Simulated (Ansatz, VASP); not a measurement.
**TiAl: VASP beside Ansatz**

```
Ti Al
1.0
     2.95226    0.00000    0.00000
     0.00000    3.03817    0.00000
     0.00000    0.00000    3.12409
Ti Al
1 1
Direct
  0.00000 0.00000 0.00000
  0.50000 0.50000 0.50000
```

Change from the starting cell: normal strain along x -0.0550, normal strain along y -0.0275.

Alike in both runs: task single point; functional LDA; k mesh 14 × 14 × 14; occupations gaussian, width 0.15 eV; no spin polarisation.

|  | VASP | Ansatz |
| --- | --- | --- |
| version | VASP 6.6.1 | Ansatz 0.2.0 |
| potentials or method | VASP PAW LDA potentials, release 64 (Ti_sv, Al), cutoff 520 eV | scalar-relativistic, plane waves, PAW |
| valence electrons in the cell | 15 | 15 |

Ansatz gave:

* gap on the k mesh at the Fermi level (eV): none
* pressure (GPa): 12.6
* traceless stress, the component that is largest in VASP (GPa): 2.25

**Question.** What did VASP give for the same quantities?

**Answer.** gap on the k mesh at the Fermi level (eV): none; pressure (GPa): 12.8; traceless stress, the component that is largest in VASP (GPa): 2.26.

Ansatz warns that its potentials were made for another functional, while VASP's fit it. LDA's correlation is that of Perdew and Zunger in VASP and of Perdew and Wang (1992) in Ansatz. A gap of «none» marks a metal or a gap that the smearing closes.
